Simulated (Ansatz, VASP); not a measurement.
**Ga: VASP beside Ansatz**

INCAR

```
SYSTEM = Ga
PREC = Accurate ; ENCUT = 520
EDIFF = 1E-7 ; ISMEAR = 0
SIGMA = 0.05 ; LREAL = .False.
LASPH = .True. ; NELM = 60
ALGO = Fast ; ISIF = 2
LWAVE = .False. ; LCHARG = .False.
GGA = PE ; NBANDS = 20
```

File KPOINTS:

```
regular mesh
0
Gamma
  12 10 8
  0 0 0
```

The input POSCAR:

```
Ga
1.0
    2.8853880577      0.0000000000      0.0000000000
    0.0000000000      3.4079468573      0.0000000000
   -1.3951516111      0.0000000000      4.1438939865
Ga
2
Direct
    0.8654037300      0.2500000000      0.2298331700
    0.1345962700      0.7500000000      0.7701668300
```

Input for Ansatz:

```yaml
crystal:
  lattice:
    - [2.8853880577, 0.0, 0.0]
    - [0.0, 3.4079468573, 0.0]
    - [-1.3951516111, 0.0, 4.1438939865]
  atoms:
    - { symbol: Ga, position: [0.86540373, 0.25, 0.22983317] }
    - { symbol: Ga, position: [0.13459627, 0.75, 0.77016683] }
basis:
  ecutwfc: 500
  fft_grid_basis: typed
kpoints:
  mp_grid: { grid: [12, 10, 8] }
hamiltonian:
  xc: pbe
  pseudopotentials: { kind: paw }
scf:
  occupations: { method: gaussian, width: 0.05 }
output:
  forces: true
  stress: true
  eigenvalues: true
  bader: true
  write_density: true
  volumetric_format: npy
  elf: true
```

Alike in both runs: task single point; functional PBE; k mesh 12 × 10 × 8; occupations gaussian, width 0.05 eV; no spin polarisation.

|  | VASP | Ansatz |
| --- | --- | --- |
| version | VASP 6.6.1 | Ansatz 0.2.0 |
| potentials or method | VASP PAW PBE potentials, release 64 (Ga_d), cutoff 520 eV | scalar-relativistic, plane waves, PAW |
| valence electrons in the cell | 26 | 26 |

|  | VASP | Ansatz | Ansatz less VASP |
| --- | --- | --- | --- |
| gap on the k mesh at the Fermi level (eV) | none | none | - |
| pressure (GPa) | -2.5 | -2.6 | -0.08 |
| traceless stress, the component that is largest in VASP (GPa) | -0.73 | -0.73 | +0.002 |
| rms of the force components (eV/Å) | 0.038 | 0.038 | +0.0003 |

Atom by atom the forces differ by 0.000 eV/Å (rms over components). A gap of «none» marks a metal or a gap that the smearing closes. The functional is the same, so the differences come from potentials, cutoffs and numerics.
